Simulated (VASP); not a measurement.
# CuRe2 (P6/mmm) in VASP: a series of runs

The runs below take CuRe2 through single point, relaxation of cell and atoms, with PBE.

All numbers are computed with VASP 6.6.1; they aren't measurements. Logs are shortened: lines on timing, memory, paths and dates and some standing lists are left out, and cuts for length are marked.

### Step 1. The cell of the first run

Symmetry: P6/mmm, No. 191, hexagonal system. Conventional cell: a = 4.368 Å, b = 4.368 Å, c = 2.666 Å, α = 90.00°, β = 90.00°, γ = 120.00°. Within 3.5 Å of Cu (site symmetry 6/mmm) lie 2 Cu at 2.67 Å and 12 Re at 2.85 Å. Within 3.3 Å of Re (site symmetry -6m2) lie 5 Re at 2.52 to 2.67 Å and 6 Cu at 2.85 Å.

### Step 2. Single point, PBE

Contents of INCAR:

```
ALGO = Normal
EDIFF = 1E-7
ENCUT = 520
GGA = PE
ISIF = 2
ISMEAR = 0
LASPH = T
LCHARG = T
LELF = T
LREAL = F
LVHAR = T
LWAVE = F
NBANDS = 20
NELM = 60
PREC = Accurate
SIGMA = 0.1
```

Contents of KPOINTS:

```
k-points
0
Gamma
  6 6 6
```

Contents of POSCAR:

```
CuRe2
1.0
    4.3680043778      0.0000000000      0.0000000000
   -2.1840021889      3.7828027550      0.0000000000
    0.0000000000      0.0000000000      2.6662317914
Cu Re
1 2
Direct
    0.0000000000      0.0000000000      0.0000000000
    0.3333333333      0.6666666667      0.5000000000
    0.6666666667      0.3333333333      0.5000000000
```

Potentials or basis: VASP PAW PBE potentials, release 64 (Cu, Re).

Command:

```
cat potpaw_PBE.64/Cu/POTCAR potpaw_PBE.64/Re/POTCAR > POTCAR
mpirun -np 1 vasp_std > vasp.out
```

OUTCAR:

```text
EDIFF = 1E-7
   ENCUT = 520
   GGA = PE
   ISIF = 2
   ISMEAR = 0
   LASPH = T
   LREAL = F
   NELM = 60
   PREC = Accurate

 ion  position               nearest neighbor table
   1  0.000  0.000  0.000-   2 2.85   3 2.85   2 2.85   3 2.85   2 2.85   2 2.85   3 2.85   3 2.85
                             3 2.85   3 2.85   2 2.85   2 2.85
   2  0.333  0.667  0.500-   3 2.52   3 2.52   3 2.52   1 2.85   1 2.85   1 2.85   1 2.85   1 2.85
                             1 2.85
   3  0.667  0.333  0.500-   2 2.52   2 2.52   2 2.52   1 2.85   1 2.85   1 2.85   1 2.85   1 2.85
                             1 2.85

  LATTYP: Found a hexagonal cell.
 ALAT       =     4.3680043778
 C/A-ratio  =     0.6104004394

  Lattice vectors:

 A1 = (   4.3680043778,   0.0000000000,   0.0000000000)
 A2 = (  -2.1840021889,   3.7828027550,   0.0000000000)
 A3 = (   0.0000000000,   0.0000000000,   2.6662317914)

Analysis of symmetry for initial positions (statically):
=====================================================================
 Subroutine PRICEL returns:
 Original cell was already a primitive cell.

 Routine SETGRP: Setting up the symmetry group for a
 hexagonal supercell.

 Subroutine GETGRP returns: Found 24 space group operations
 (whereof 24 operations were pure point group operations)
 out of a pool of 24 trial point group operations.

The static configuration has the point symmetry D_6h.

Analysis of symmetry for dynamics (positions and initial velocities):
=====================================================================
 Subroutine PRICEL returns:
 Original cell was already a primitive cell.

 Routine SETGRP: Setting up the symmetry group for a
 hexagonal supercell.

 Subroutine GETGRP returns: Found 24 space group operations
 (whereof 24 operations were pure point group operations)
 out of a pool of 24 trial point group operations.

The dynamic configuration has the point symmetry D_6h.

 Subroutine INISYM returns: Found 24 space group operations
 (whereof 24 operations are pure point group operations),
 and found     1 'primitive' translations

----------------------------------------------------------------------------------------

                                     Primitive cell

  volume of cell :      44.0549

  direct lattice vectors                    reciprocal lattice vectors
     4.368004378  0.000000000  0.000000000     0.228937499  0.132177127  0.000000000
    -2.184002189  3.782802755  0.000000000     0.000000000  0.264354254  0.000000000
     0.000000000  0.000000000  2.666231791     0.000000000  0.000000000  0.375061164

  length of vectors
     4.368004378  4.368004378  2.666231791     0.264354254  0.264354254  0.375061164

  position of ions in fractional coordinates (direct lattice)
     0.000000000  0.000000000  0.000000000
     0.333333333  0.666666667  0.500000000
     0.666666667  0.333333333  0.500000000

  ion indices of the primitive-cell ions
   primitive index   ion index
                 1           1
                 2           2
                 3           3

----------------------------------------------------------------------------------------

 KPOINTS: k-points

Automatic generation of k-mesh.
 Grid dimensions read from file:
 generate k-points for:    6    6    6

 Generating k-lattice:

  Cartesian coordinates                     Fractional coordinates (reciprocal lattice)
     0.038156250  0.022029521  0.000000000     0.166666667  0.000000000  0.000000000
     0.000000000  0.044059042  0.000000000     0.000000000  0.166666667  0.000000000
     0.000000000  0.000000000  0.062510194     0.000000000  0.000000000  0.166666667

  Length of vectors
     0.044059042  0.044059042  0.062510194

  Shift w.r.t. Gamma in fractional coordinates (k-lattice)
     0.000000000  0.000000000  0.000000000

 Subroutine IBZKPT returns following result:
 ===========================================

 Found     28 irreducible k-points:

 Following reciprocal coordinates:
            Coordinates               Weight
  0.000000  0.000000  0.000000      1.000000
  0.166667  0.000000  0.000000      6.000000
  0.333333  0.000000  0.000000      6.000000
  0.500000  0.000000  0.000000      3.000000
  0.166667  0.166667  0.000000      6.000000
  0.333333  0.166667  0.000000     12.000000
[... 16 lines left out ...]
  0.166667  0.000000  0.500000      6.000000
  0.333333  0.000000  0.500000      6.000000
 [... further k-points ...]
   k-points           NKPTS =     28   k-points in BZ     NKDIM =     28   number of bands    NBANDS=     20
   number of dos      NEDOS =    301   number of ions     NIONS =      3
   total plane-waves  NPLWV =  20480
   dimension x,y,z NGX =    32 NGY =   32 NGZ =   20
   dimension x,y,z NGXF=    64 NGYF=   64 NGZF=   40
   ions per type =               1   2
   NGX,Y,Z   is equivalent  to a cutoff of  12.18, 12.18, 12.47 a.u.
   NGXF,Y,Z  is equivalent  to a cutoff of  24.36, 24.36, 24.94 a.u.
 SYSTEM =  unknown system
   PREC   = accura    normal or accurate (medium, high low for compatibility)
   ISTART =      0    job   : 0-new  1-cont  2-samecut
   ICHARG =      2    charge: 1-file 2-atom 10-const
   ISPIN  =      1    spin polarized calculation?
   LNONCOLLINEAR =      F non collinear calculations
   LSORBIT =      F    spin-orbit coupling
   LASPH  =      T    aspherical Exc in radial PAW
   ENCUT  =  520.0 eV  38.22 Ry    6.18 a.u.   8.12  8.12  4.96*2*pi/ulx,y,z
   NELM   =     60;   NELMIN=  2; NELMDL= -5     # of ELM steps
   EDIFF  = 0.1E-06   stopping-criterion for ELM
   LREAL  =      F    real-space projection
   EDIFFG = 0.1E-05   stopping-criterion for IOM
   NSW    =      0    number of steps for IOM
   IBRION =     -1    ionic relax: 0-MD 1-quasi-New 2-CG
   NFREE  =      0    steps in history (QN), initial steepest desc. (CG)
   ISIF   =      2    stress and relaxation
   ISYM   =      2    0-nonsym 1-usesym 2-fastsym
   POTIM  = 0.5000    time-step for ionic-motion
   TEBEG  =    0.0;   TEEND  =   0.0 temperature during run
   PSTRESS=    0.0 pullay stress
   NELECT =      25.0000    total number of electrons
   NUPDOWN=      -1.0000    fix difference up-down
   EMIN   =  10.00;   EMAX   =-10.00  energy-range for DOS
   EFERMI =   0.00;   METHOD = LEGACY
   ISMEAR =     0;   SIGMA  =   0.10  broadening in eV -4-tet -1-fermi 0-gaus
   EFERMI_NEDOS =   21; number of points for ismear=-14 and -15
   IALGO  =     38    algorithm
   IMIX   =      4    mixing-type and parameters
     AMIX     =   0.40;   BMIX     =  1.00
     AMIX_MAG =   1.60;   BMIX_MAG =  1.00
  volume/ion in A,a.u.               =      14.68        99.10
  Fermi-wavevector in a.u.,A,eV,Ry     =   1.355366  2.561271 24.994137  1.837017
  Thomas-Fermi vector in A             =   2.482460
   LORBIT       =      0    0 simple, 1 ext, 2 COOP (PROOUT), +10 PAW based schemes
   GGA     = PE    functional components
   LHFCALC =     F    Hartree Fock is set to
   AEXX    =    0.0000 exact exchange contribution
   IVDW    =     0    specifies the selected vdW correction
   LEPSILON=     F    determine dielectric tensor
   LRPA    =     F    only Hartree local field effects (RPA)
 non-spin polarized calculation
 Gauss-broadening in eV      SIGMA  =   0.10
  energy-cutoff  :      520.00
  volume of cell :       44.05
 maximum number of plane-waves:      1204
   NGX = 17   NGY = 17   NGZ =  9

 number of electron      25.0000009 magnetization

 Free energy of the ion-electron system (eV)
  ---------------------------------------------------
  ext. energy  EPLUGINS =         0.00000000
  ---------------------------------------------------
  free energy    TOTEN  =       -27.07161938 eV

  energy without entropy =      -27.05247301  energy(sigma->0) =      -27.06204620

 E-fermi :   7.4659     XC(G=0): -13.0424

 val. band max:        7.4512629014   @ k =   0.5000   0.0000   0.1667
 cond. band min:       7.4757673685   @ k =   0.5000   0.0000   0.0000
 fundamental gap:      0.0245044671
 Fermi energy:         7.4659112880

 k-point     1 :       0.0000    0.0000    0.0000
  band No.  band energies     occupation
      1      -2.1897      2.00000
      2       1.9747      2.00000
      3       3.6257      2.00000
      4       3.9853      2.00000
      5       3.9853      2.00000
      6       4.0909      2.00000
[... 12 lines left out ...]
     19      13.8708      0.00000
     20      16.5521      0.00000

 k-point     2 :       0.1667    0.0000    0.0000
  band No.  band energies     occupation
      1      -1.8026      2.00000
      2       2.0952      2.00000
      3       2.9435      2.00000
      4       3.3025      2.00000
      5       3.6580      2.00000
      6       4.2552      2.00000
[... 12 lines left out ...]
     19      13.2370      0.00000
     20      17.1534      0.00000

 k-point     3 :       0.3333    0.0000    0.0000
  band No.  band energies     occupation
      1      -0.7456      2.00000
      2       1.7197      2.00000
      3       2.1890      2.00000
      4       2.8950      2.00000
      5       3.5796      2.00000
      6       4.0909      2.00000
[... 12 lines left out ...]
     19      15.0221      0.00000
     20      18.1960      0.00000

 k-point     4 :       0.5000    0.0000    0.0000
  band No.  band energies     occupation
      1       0.4418      2.00000
      2       0.9223      2.00000
      3       1.5412      2.00000
      4       3.4864      2.00000
      5       3.6141      2.00000
      6       3.6847      2.00000
[... 12 lines left out ...]
     19      15.5103      0.00000
     20      20.0120      0.00000

 k-point     5 :       0.1667    0.1667    0.0000
  band No.  band energies     occupation
      1      -1.0829      2.00000
      2       1.9061      2.00000
      3       2.4093      2.00000
      4       2.7544      2.00000
      5       3.6930      2.00000
      6       4.2000      2.00000
[... 12 lines left out ...]
     19      14.9327      0.00000
     20      17.7549      0.00000

 k-point     6 :       0.3333    0.1667    0.0000
  band No.  band energies     occupation
      1       0.1037      2.00000
      2       1.1702      2.00000
      3       1.6456      2.00000
      4       3.2591      2.00000
      5       3.5854      2.00000
      6       4.0711      2.00000
[... 12 lines left out ...]
     19      16.4014      0.00000
     20      18.9779      0.00000

 k-point     7 :       0.3333    0.3333    0.0000
  band No.  band energies     occupation
      1       0.7744      2.00000
      2       1.0568      2.00000
      3       1.0568      2.00000
      4       3.5211      2.00000
      5       3.5211      2.00000
      6       3.9904      2.00000
[... 12 lines left out ...]
     19      17.8571      0.00000
     20      19.5557      0.00000
[... 277 lines left out ...]
 k-point    20 :       0.3333    0.1667    0.3333
  band No.  band energies     occupation
      1       1.5012      2.00000
      2       2.4027      2.00000
      3       2.8678      2.00000
      4       2.9159      2.00000
      5       3.6825      2.00000
      6       4.0034      2.00000
[... 12 lines left out ...]
     19      14.9310      0.00000
     20      17.3097      0.00000

 k-point    21 :       0.3333    0.3333    0.3333
  band No.  band energies     occupation
      1       1.3674      2.00000
      2       2.8031      2.00000
      3       2.9313      2.00000
      4       2.9313      2.00000
      5       3.8754      2.00000
      6       3.8754      2.00000
[... 12 lines left out ...]
     19      14.7290      0.00000
     20      18.6324      0.00000

 k-point    22 :       0.0000    0.0000    0.5000
  band No.  band energies     occupation
      1       1.7622      2.00000
      2       1.9685      2.00000
      3       1.9685      2.00000
      4       3.1855      2.00000
      5       3.1855      2.00000
      6       3.7059      2.00000
[... 12 lines left out ...]
     19      16.9503      0.00000
     20      17.5184      0.00000

 k-point    23 :       0.1667    0.0000    0.5000
  band No.  band energies     occupation
      1       1.9174      2.00000
      2       1.9600      2.00000
      3       2.0368      2.00000
      4       3.2224      2.00000
      5       3.3074      2.00000
      6       3.4454      2.00000
[... 12 lines left out ...]
     19      16.2709      0.00000
     20      16.9588      0.00000

 k-point    24 :       0.3333    0.0000    0.5000
  band No.  band energies     occupation
      1       1.7651      2.00000
      2       1.9437      2.00000
      3       2.3153      2.00000
      4       3.2907      2.00000
      5       3.4997      2.00000
      6       3.8668      2.00000
[... 12 lines left out ...]
     19      14.9129      0.00000
     20      15.5433      0.00000

 [... further k-points ...]

------------------------ aborting loop because EDIFF is reached ----------------------------------------

  FORCE on cell =-STRESS in cart. coord.  units (eV):
  Direction    XX          YY          ZZ          XY          YZ          ZX
  --------------------------------------------------------------------------------------
  -------------------------------------------------------------------------------------
  Total       -0.1813864     -0.1813864      0.0273531      0.0000000      0.0000000      0.0000000
  in kB       -6.5966066     -6.5966066      0.9947682      0.0000000      0.0000000      0.0000000
  external PRESSURE =      -4.0661483 kB  Pullay stress =       0.0000000 kB

 VOLUME and BASIS-vectors are now :
 -----------------------------------------------------------------------------
  energy-cutoff  :      520.00
  volume of cell :       44.05
      direct lattice vectors                 reciprocal lattice vectors
     4.368004378  0.000000000  0.000000000     0.228937499  0.132177127  0.000000000
    -2.184002189  3.782802755  0.000000000     0.000000000  0.264354254  0.000000000
     0.000000000  0.000000000  2.666231791     0.000000000  0.000000000  0.375061164

 POSITION                                       TOTAL-FORCE (eV/Angst)
 -----------------------------------------------------------------------------------
      0.00000      0.00000      0.00000         0.000000      0.000000      0.000000
     -0.00000      2.52187      1.33312        -0.000000      0.000000      0.000000
      2.18400      1.26093      1.33312         0.000000     -0.000000     -0.000000
 -----------------------------------------------------------------------------------
    total drift:                                0.000000     -0.000000      0.000000

  FREE ENERGIE OF THE ION-ELECTRON SYSTEM (eV)
  ---------------------------------------------------
  free  energy   TOTEN  =       -27.0716193819 eV

  energy  without entropy=      -27.0524730101  energy(sigma->0) =      -27.06204620
```

Wall time 19 s (1 thread of Intel Xeon Platinum 8488C (Sapphire Rapids), shared host); peak memory 0.17 GiB.

Results:

- Free energy: -27.0716 eV
- Pressure: -0.4 GPa
- Band gap on the k mesh: zero (an odd number of electrons rules out a gap without spin polarisation)

Stress tensor (GPa, compression positive):
```
-0.66  0.00  0.00
 0.00 -0.66  0.00
 0.00  0.00  0.10
```

Levels at points of the mesh, in eV from the Fermi level:
| k point | band 10 | band 11 | band 12 | band 13 | band 14 | band 15 | band 16 | band 17 |
| --- | --- | --- | --- | --- | --- | --- | --- | --- |
| (0.00, 0.00, 0.00) | -2.70 | -1.81 | -1.81 | 0.10 | 0.10 | 2.71 | 2.71 | 4.71 |
| (0.50, 0.00, 0.00) | -2.67 | -1.94 | 0.01 | 0.09 | 0.34 | 2.00 | 2.02 | 2.85 |
| (0.00, 0.00, 0.50) | -1.73 | -0.93 | -0.93 | -0.85 | 0.24 | 0.24 | 4.85 | 5.26 |
| (0.50, 0.00, 0.50) | -1.88 | -1.44 | -1.01 | 0.33 | 2.25 | 3.18 | 4.08 | 5.59 |

Caveat: the k points lie up to 0.39 Å⁻¹ apart, too coarse for converged energies and pressures of a metal; spin-orbit coupling is left out, which moves the levels of the heavy elements.

### Step 3. Relaxation of cell and atoms, PBE

This run uses another cell than the first one, of 12.80 Å³/atom.

Contents of INCAR:

```
SYSTEM = CuRe2
PREC     = Accurate       ! precision mode
ENCUT    = 600            ! plane-wave cutoff, eV
EDIFF    = 1E-7           ! SCF threshold, eV
ISMEAR   = 0              ! smearing method
SIGMA    = 0.1            ! smearing width, eV
LREAL    = .FALSE.        ! projectors in reciprocal space
LASPH    = .TRUE.         ! aspherical terms in the spheres
NELM     = 80             ! most SCF steps
ALGO     = Normal         ! electronic algorithm
ISIF     = 3              ! what is computed and relaxed
LWAVE    = .FALSE.        ! write WAVECAR
LCHARG   = .FALSE.        ! write CHGCAR
GGA      = PE             ! functional
IBRION   = 2              ! ionic algorithm
NSW      = 90             ! ionic steps
EDIFFG   = -0.04          ! ionic threshold
```

Contents of KPOINTS:

```
Automatic mesh
0
G
  6 6 6
  0 0 0
```

Contents of POSCAR:

```
CuRe2
1.0
    3.9802724129      0.0000000000      0.0000000000
   -1.9901362065      3.4470170236      0.0000000000
    0.0000000000      0.0000000000      2.7995811229
Cu Re
1 2
Direct
    0.0000000000      0.0000000000      0.0000000000
    0.3333333333      0.6666666667      0.5000000000
    0.6666666667      0.3333333333      0.5000000000
```

Potentials or basis: VASP PAW PBE potentials, release 64 (Cu, Re).

Command:

```
cat potpaw_PBE.64/Cu/POTCAR potpaw_PBE.64/Re/POTCAR > POTCAR
mpirun -np 1 vasp_std > vasp.out
```

Run time: 2 min. Hardware: 1 thread of Intel Xeon Platinum 8488C (Sapphire Rapids), shared host; peak memory 0.19 GiB.

The run converged. Its results:

* Free energy: -27.0730 eV
* Relaxed volume: 14.73 Å³/atom
* Relaxed cell: a = 4.330 Å, b = 4.330 Å, c = 2.721 Å, α = 90.00°, β = 90.00°, γ = 120.00°
* Space group after relaxing (to 0.1 Å): P6/mmm (No. 191)
* Pressure after relaxing: -0.1 GPa
* Band gap on the k mesh: zero (an odd number of electrons rules out a gap without spin polarisation)

Stress tensor (GPa, compression positive):
```
 0.00  0.00  0.00
 0.00  0.00  0.00
 0.00  0.00 -0.19
```

Final structure:
```
CELL_PARAMETERS angstrom
4.33009 0.00000 0.00000
-2.16505 3.74997 0.00000
0.00000 0.00000 2.72143
ATOMIC_POSITIONS crystal
Cu 0.00000 0.00000 0.00000
Re 0.33333 0.66667 0.50000
Re 0.66667 0.33333 0.50000
```

Levels at points of the mesh, in eV from the Fermi level:
```tsv
k point	band 9	band 10	band 11	band 12	band 13	band 14	band 15	band 16
(0.00, 0.00, 0.00)	-2.71	-2.71	-1.65	-1.65	-0.10	-0.10	2.71	2.71
(0.50, 0.00, 0.00)	-2.77	-2.68	-1.88	-0.07	0.13	0.24	1.96	2.20
(0.00, 0.00, 0.50)	-1.45	-1.45	-0.97	-0.88	-0.88	0.27	0.27	4.64
(0.50, 0.00, 0.50)	-2.02	-1.88	-1.41	-1.00	0.69	2.39	3.29	4.23
```

Caveat: the k points lie up to 0.38 Å⁻¹ apart in the final cell, too coarse for converged energies and pressures of a metal; the volume moved by over 15 % at a fixed basis, so the end points are rough; spin-orbit coupling is left out, which moves the levels of the heavy elements.

### Step 4. Single point, PBE

This run uses another cell than the first one, of 14.66 Å³/atom.

Contents of INCAR:

```
PREC = Accurate
ENCUT = 520
EDIFF = 1E-6
ISMEAR = 0
SIGMA = 0.1
LREAL = F
LASPH = T
NELM = 100
ALGO = Fast
ISIF = 2
LWAVE = F
LCHARG = T
GGA = PE
LELF = T
LVHAR = T
NBANDS = 20
```

Contents of KPOINTS:

```
regular mesh
0
Gamma
  12 12 18
```

Contents of POSCAR:

```
CuRe2
1.0
    4.4779785080      0.0000000000      0.0000000000
   -2.2389892540      3.8780431455      0.0000000000
    0.0000000000      0.0000000000      2.5317480788
Cu Re
1 2
Direct
    0.0000000000      0.0000000000      0.0000000000
    0.3333333333      0.6666666667      0.5000000000
    0.6666666667      0.3333333333      0.5000000000
```

Command:

```
cat potpaw_PBE.64/Cu/POTCAR potpaw_PBE.64/Re/POTCAR > POTCAR
mpirun -np 1 vasp_std > vasp.out
```

Wall time 2.5 min (1 thread of Intel Xeon Platinum 8488C (Sapphire Rapids), shared host); peak memory 0.3 GiB.

Results (log left out):

```yaml
Free_energy: -27.1032 eV
Pressure: -0.9 GPa
Band_gap_on_the_k_mesh: zero (an odd number of electrons rules out a gap without spin polarisation)
```

Stress tensor (GPa, compression positive):
```
-0.61  0.00  0.00
 0.00 -0.61  0.00
 0.00  0.00 -1.35
```

Levels at points of the mesh, in eV from the Fermi level:
| k point | band 10 | band 11 | band 12 | band 13 | band 14 | band 15 |
| --- | --- | --- | --- | --- | --- | --- |
| (0.00, 0.00, 0.00) | -2.58 | -2.10 | -2.10 | 0.90 | 0.90 | 3.04 |
| (0.50, 0.00, 0.00) | -2.55 | -1.99 | -0.45 | 0.82 | 1.16 | 1.56 |
| (0.00, 0.00, 0.50) | -2.08 | -0.91 | -0.91 | -0.36 | 0.25 | 0.25 |
| (0.50, 0.00, 0.50) | -1.84 | -1.42 | -0.91 | -0.43 | 2.01 | 3.20 |

Caveat: spin-orbit coupling is left out, which moves the levels of the heavy elements.

(Continued in part 2 of 2.)

The gap in the log of VASP goes by the Fermi energy; the results here count the filled bands.